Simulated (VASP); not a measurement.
# TmGa3Hg3As2N4: single point with PBE

Crystal: TmGa3Hg3As2N4.

```xyz
13
Lattice="3.3629 0.0035 0.0298 -0.0355 8.2407 0.0576 -0.3959 -2.7550 9.5863" Properties=species:S:1:pos:R:3 pbc="T T T"
Tm    0.6924    4.8988    6.6585
Ga    0.7222    0.2021    5.3678
Ga    2.3922    5.8113    4.3893
Ga    2.4039    2.4130    4.7903
Hg    1.9522    5.6807    1.8960
Hg    0.8501    1.5746    1.8464
Hg    2.3640    0.9576    8.3491
As    0.6243   -1.2860    8.9273
As    0.6936    3.0917    9.0356
N     2.3973    0.8923    6.0657
N     2.3864    4.1606    5.5715
N     0.6914    6.5601    5.1406
N     0.7318    1.7770    3.9209
```

```json
{
  "Program": "VASP 6.6.1",
  "Task": "single point",
  "Functional": "PBE",
  "Potentials or basis": "VASP PAW PBE potentials, release 64 (Tm_3, Ga_d, Hg, As, N), 4f in core",
  "Cutoff": "600 eV",
  "k mesh": "6 × 4 × 2",
  "Occupations": "gaussian, width 0.2 eV",
  "Spin": "no spin polarisation"
}
```

```json
{
  "Pressure": "0.6 GPa",
  "Largest force": "0.228 eV/Å",
  "Band gap on the k mesh": "zero (bands 57 and 58 overlap by 2.02 eV)"
}
```

Forces on the atoms (eV/Å):
```
Tm   0.007  0.043  0.224
Ga   0.001 -0.013  0.011
Ga   0.007  0.014 -0.018
Ga   0.001  0.007 -0.011
Hg  -0.004  0.014  0.006
Hg   0.007 -0.030 -0.113
Hg  -0.001  0.001  0.057
As  -0.005 -0.004 -0.046
As   0.006  0.008 -0.007
N   -0.001 -0.016 -0.063
N   -0.002 -0.138 -0.154
N   -0.006  0.085 -0.034
N   -0.011  0.029  0.148
```

Stress tensor (GPa, compression positive):
```
0.58 0.00 0.01
0.00 0.43 0.02
0.01 0.02 0.72
```

Levels at points of the mesh, in eV from the Fermi level:
| k point | band 54 | band 55 | band 56 | band 57 | band 58 | band 59 | band 60 | band 61 |
| --- | --- | --- | --- | --- | --- | --- | --- | --- |
| (0.00, 0.00, 0.00) | -1.23 | -1.19 | -0.73 | 0.80 | 1.15 | 1.55 | 1.72 | 2.28 |
| (0.50, 0.00, 0.00) | -1.99 | -1.52 | -1.32 | -1.13 | 0.44 | 1.10 | 1.25 | 1.61 |
| (0.00, 0.50, 0.00) | -1.46 | -1.27 | -0.85 | 0.97 | 1.74 | 1.97 | 2.16 | 2.25 |
| (0.50, 0.50, 0.00) | -1.58 | -1.34 | -1.12 | -1.04 | -0.26 | 1.05 | 1.29 | 1.48 |
| (0.00, 0.00, 0.50) | -1.20 | -0.84 | -0.69 | 0.76 | 1.12 | 1.60 | 1.76 | 1.90 |
| (0.50, 0.00, 0.50) | -1.79 | -1.68 | -1.57 | -1.25 | 0.41 | 1.13 | 1.43 | 1.88 |
| (0.00, 0.50, 0.50) | -1.37 | -1.29 | -0.75 | 1.21 | 1.58 | 1.89 | 2.09 | 2.30 |
| (0.50, 0.50, 0.50) | -1.68 | -1.60 | -1.29 | -1.15 | -0.24 | 1.05 | 1.49 | 1.80 |

Wall time 9.8 min on 1 thread of Intel(R) Xeon(R) 6975P-C (Granite Rapids), on a shared host, peak memory 0.8 GiB.

Caveat: spin-orbit coupling is left out, which moves the levels of the heavy elements; the 4f electrons are frozen in the core, so they carry no moment and show no levels; the run has no spin polarisation, though such a crystal can be magnetic. Spin polarisation is off, so any magnetic state and its effect on volume and gap are missing.
